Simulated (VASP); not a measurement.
# ZrS2 in VASP: notebook, part 2 of 2

VASP 6.6.1. The steps go on from the part before.

## Step 4: Single point, PBE+D3(BJ)

This run uses another cell than the first one: it holds 24 atoms, not 6.

INCAR reads:

```
PREC = Accurate
ENCUT = 400
EDIFF = 1E-6
ISMEAR = 0
SIGMA = 0.05
LREAL = False
LASPH = True
NELM = 120
ALGO = Normal
ISIF = 2
LWAVE = False
LCHARG = False
LDIPOL = True
IDIPOL = 3
DIPOL = 0.5 0.5 0.501
GGA = PE
IVDW = 12
NBANDS = 114
GGA_COMPAT = False
NELMDL = -8
```

KPOINTS reads:

```
Automatic mesh
0
Gamma
  6 6 1
```

POSCAR reads:

```
ZrS2
1.0
    7.2700393847      0.0000000000      0.0000000000
   -3.6350196924      6.2960387937      0.0000000000
    0.0000000000      0.0000000000     25.6441542176
S Zr
16 8
Direct
    0.3333333333      0.1666666667      0.3314595571
    0.3333333333      0.6666666667      0.3314595571
    0.8333333333      0.1666666667      0.3314595571
    0.8333333333      0.6666666667      0.3314595571
    0.1666666667      0.3333333333      0.4453805992
    0.1666666667      0.8333333333      0.4453805992
    0.6666666667      0.3333333333      0.4453805992
    0.6666666667      0.8333333333      0.4453805992
    0.3333333333      0.1666666667      0.5560146299
    0.3333333333      0.6666666667      0.5560146299
    0.8333333333      0.1666666667      0.5560146299
    0.8333333333      0.6666666667      0.5560146299
    0.1666666667      0.3333333333      0.6702437652
    0.1666666667      0.8333333333      0.6702437652
    0.6666666667      0.3333333333      0.6702437652
    0.6666666667      0.8333333333      0.6702437652
    0.0000000000      0.0000000000      0.3884200782
    0.0000000000      0.5000000000      0.3884200782
    0.5000000000      0.0000000000      0.3884200782
    0.5000000000      0.5000000000      0.3884200782
    0.0000000000      0.0000000000      0.6130356010
    0.0000000000      0.5000000000      0.6130356010
    0.5000000000      0.0000000000      0.6130356010
    0.5000000000      0.5000000000      0.6130356010
```

Potentials or basis: VASP PAW PBE potentials, release 64 (S, Zr_sv).

Launch:

```sh
cat potpaw_PBE.64/S/POTCAR potpaw_PBE.64/Zr_sv/POTCAR > POTCAR
mpirun -np 1 vasp_std > vasp.out
```

OUTCAR:

```text
PREC = Accurate
   ENCUT = 400
   EDIFF = 1E-6
   ISMEAR = 0
   LREAL = False
   LASPH = True
   NELM = 120
   ISIF = 2
   GGA = PE
   IVDW = 12
   NELMDL = -8
 IVDW          = 12

 ion  position               nearest neighbor table
   1  0.333  0.167  0.331-  17 2.56  20 2.56  19 2.56
   2  0.333  0.667  0.331-  18 2.56  19 2.56  20 2.56
   3  0.833  0.167  0.331-  19 2.56  18 2.56  17 2.56
   4  0.833  0.667  0.331-  20 2.56  17 2.56  18 2.56
   5  0.167  0.333  0.445-  20 2.56  17 2.56  18 2.56
   6  0.167  0.833  0.445-  19 2.56  18 2.56  17 2.56
[... 8 lines left out ...]
  15  0.667  0.333  0.670-  22 2.56  23 2.56  24 2.56
  16  0.667  0.833  0.670-  21 2.56  24 2.56  23 2.56
  17  0.000  0.000  0.388-   8 2.56   5 2.56   6 2.56   1 2.56   4 2.56   3 2.56  19 3.64  19 3.64
[... 22 lines left out ...]
 A1 = (   7.2700393847,   0.0000000000,   0.0000000000)
 A2 = (  -3.6350196924,   6.2960387937,   0.0000000000)
 A3 = (   0.0000000000,   0.0000000000,  25.6441542176)

Analysis of symmetry for initial positions (statically):
=====================================================================
 Subroutine PRICEL returns following result:

  LATTYP: Found a hexagonal cell.
 ALAT       =     3.6350196924
 C/A-ratio  =     7.0547497367

[... 965 lines left out ...]
    108       1.1436      0.00000
 [bands above 108 left out]

------------------------ aborting loop because EDIFF is reached ----------------------------------------

 vacuum level on the upper side and lower side of the slab       (xc-potential included)        -0.101        -0.118

 Edisp (eV)   -7.24108

 E8    (eV) :    -3.1780

  FORCE on cell =-STRESS in cart. coord.  units (eV):
  Direction    XX          YY          ZZ          XY          YZ          ZX
  --------------------------------------------------------------------------------------
  -------------------------------------------------------------------------------------
  Total       0.75269     0.75269    -0.19013    -0.00000    -0.00000     0.00000
  in kB       1.02739     1.02739    -0.25952    -0.00000    -0.00000     0.00000
  external pressure =        0.60 kB  Pullay stress =        0.00 kB

 VOLUME and BASIS-vectors are now :
 -----------------------------------------------------------------------------
  energy-cutoff  :      400.00
  volume of cell :     1173.80
      direct lattice vectors                 reciprocal lattice vectors
     7.270039385  0.000000000  0.000000000     0.137550837  0.079415013  0.000000000
    -3.635019692  6.296038794  0.000000000     0.000000000  0.158830025  0.000000000
     0.000000000  0.000000000 25.644154218     0.000000000  0.000000000  0.038995242

 POSITION                                       TOTAL-FORCE (eV/Angst)
 -----------------------------------------------------------------------------------
      1.81751      1.04934      8.50000        -0.000000      0.000000     -0.049583
     -0.00000      4.19736      8.50000        -0.000000      0.000000     -0.049583
      5.45253      1.04934      8.50000         0.000000      0.000000     -0.049583
      3.63502      4.19736      8.50000        -0.000000      0.000000     -0.049583
      0.00000      2.09868     11.42141         0.000000      0.000000      0.030434
     -1.81751      5.24670     11.42141        -0.000000      0.000000      0.030434
[... 16 lines left out ...]
      3.63502      0.00000     15.72078        -0.000000      0.000000      0.012425
      1.81751      3.14802     15.72078        -0.000000      0.000000      0.012425
 -----------------------------------------------------------------------------------
    total drift:                               -0.000000     -0.000000      0.000067

  FREE ENERGIE OF THE ION-ELECTRON SYSTEM (eV)
  ---------------------------------------------------
  free  energy   TOTEN  =      -178.4208667619 eV

  energy  without entropy=     -178.4208667619  energy(sigma->0) =     -178.42086676

 vacuum level on the upper side and lower side of the slab         4.973         4.956
```

Run time: 21 min. Hardware: 1 thread of Intel Xeon 6975P-C (Granite Rapids), shared host; peak memory 0.97 GiB.

Results:

```yaml
Free_energy: -178.4209 eV
Largest_force: 0.050 eV/Å
Band_gap_on_the_k_mesh: 0.99 eV
Dispersion_energy_per_atom: -0.302 eV
```

Forces in eV/Å, atoms in the order of the input:
```
S    0.000  0.000 -0.050
S    0.000  0.000 -0.050
S    0.000  0.000 -0.050
S    0.000  0.000 -0.050
S    0.000  0.000  0.030
S    0.000  0.000  0.030
S    0.000  0.000  0.030
S    0.000  0.000  0.030
S    0.000  0.000 -0.004
S    0.000  0.000 -0.004
S    0.000  0.000 -0.004
S    0.000  0.000 -0.004
S    0.000  0.000 -0.016
S    0.000  0.000 -0.016
S    0.000  0.000 -0.016
S    0.000  0.000 -0.016
Zr   0.000  0.000  0.027
Zr   0.000  0.000  0.027
Zr   0.000  0.000  0.027
Zr   0.000  0.000  0.027
Zr   0.000  0.000  0.012
Zr   0.000  0.000  0.012
Zr   0.000  0.000  0.012
Zr   0.000  0.000  0.012
```

## Step 5: The runs side by side

| task | cell | k mesh | cutoff (eV) | atoms held fixed (from 0) | gap on the mesh (eV) |
| --- | --- | --- | --- | --- | --- |
| relaxation of the atoms | atoms relaxed from a = 3.635, b = 3.635, c = 25.644 Å, angles 90.0, 90.0, 120.0°, 6 atoms, atomic positions A | 9 × 9 × 1 | 450 | [0, 4, 1] | 1.02 |
| relaxation of the atoms | atoms relaxed from a = 7.270, b = 7.270, c = 18.921 Å, angles 90.0, 90.0, 120.0°, 12 atoms, atomic positions B | 3 × 3 × 1 | 450 | [0, 1, 2, 3] | 1.06 |
| single point | a = 7.270, b = 7.270, c = 25.644 Å, angles 90.0, 90.0, 120.0°, 24 atoms, atomic positions C | 6 × 6 × 1 | 400 | - | 0.99 |

Alike in all rows: level PBE+D3(BJ); potentials or basis VASP PAW PBE potentials, release 64 (S, Zr_sv); no spin polarisation; smearing gaussian 0.05 eV.

Total energies depend on the potentials used, so only differences within one code and one set of settings carry meaning.
